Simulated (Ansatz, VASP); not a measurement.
TiAl2: VASP beside Ansatz

The input INCAR:

```
SYSTEM = TiAl2
PREC = Accurate
ENCUT = 520
EDIFF = 1E-6
ISMEAR = -1
SIGMA = 0.5
LREAL = .FALSE.
LASPH = .TRUE.
NELM = 100
ALGO = Fast
ISIF = 2
LWAVE = .FALSE.
LCHARG = .FALSE.
GGA = PS
NBANDS = 27
```

File KPOINTS:

```
regular mesh
0
G
  10 10 10
  0 0 0
```

The input POSCAR:

```
TiAl2
1.0
    1.9795500000     -6.0472000000      0.0000000000
    1.9795500000      6.0472000000      0.0000000000
    0.0000000000      0.0000000000      4.0315000000
Ti Al
2 4
Direct
    0.6490000000      0.3510000000      0.0000000000
    0.3510000000      0.6490000000      0.0000000000
    0.0000000000      0.0000000000      0.0000000000
    0.8240000000      0.1760000000      0.5000000000
    0.1760000000      0.8240000000      0.5000000000
    0.5000000000      0.5000000000      0.5000000000
```

Input for Ansatz:

```yaml
crystal:
  lattice:
    - [1.97955, -6.0472, 0.0]
    - [1.97955, 6.0472, 0.0]
    - [0.0, 0.0, 4.0315]
  atoms:
    - { symbol: Ti, position: [0.649, 0.351, 0.0] }
    - { symbol: Ti, position: [0.351, 0.649, 0.0] }
    - { symbol: Al, position: [0.0, 0.0, 0.0] }
    - { symbol: Al, position: [0.824, 0.176, 0.5] }
    - { symbol: Al, position: [0.176, 0.824, 0.5] }
    - { symbol: Al, position: [0.5, 0.5, 0.5] }
basis:
  ecutwfc: 420
kpoints:
  mp_grid: { grid: [10, 10, 10] }
hamiltonian:
  xc: pbesol
scf:
  occupations: { method: fermi_dirac, width: 0.5 }
output:
  forces: true
  stress: true
  eigenvalues: true
```

Alike in both runs: task single point; functional PBEsol; k mesh 10 × 10 × 10; occupations fermi-dirac, width 0.5 eV; no spin polarisation.

```csv
,VASP,Ansatz
version,VASP 6.6.1,Ansatz 0.2.0
potentials or method,"VASP PAW PBE potentials, release 64 (Ti_sv, Al), cutoff 520 eV","scalar-relativistic, plane waves, PAW"
valence electrons in the cell,36,36
```

Ansatz gave:

| Quantity | Value |
| --- | --- |
| gap on the k mesh at the Fermi level (eV) | none |
| pressure (GPa) | 0.0 |
| traceless stress, the component that is largest in VASP (GPa) | -1.75 |
| rms of the force components (eV/Å) | 0.287 |

Question: What did VASP give for the same quantities?

Answer: gap on the k mesh at the Fermi level (eV): none; pressure (GPa): 0.1; traceless stress, the component that is largest in VASP (GPa): -1.76; rms of the force components (eV/Å): 0.289.

VASP's potentials were made for PBE, not for PBEsol. Atom by atom the forces differ by 0.002 eV/Å (rms over components). A gap of «none» marks a metal or a gap that the smearing closes.
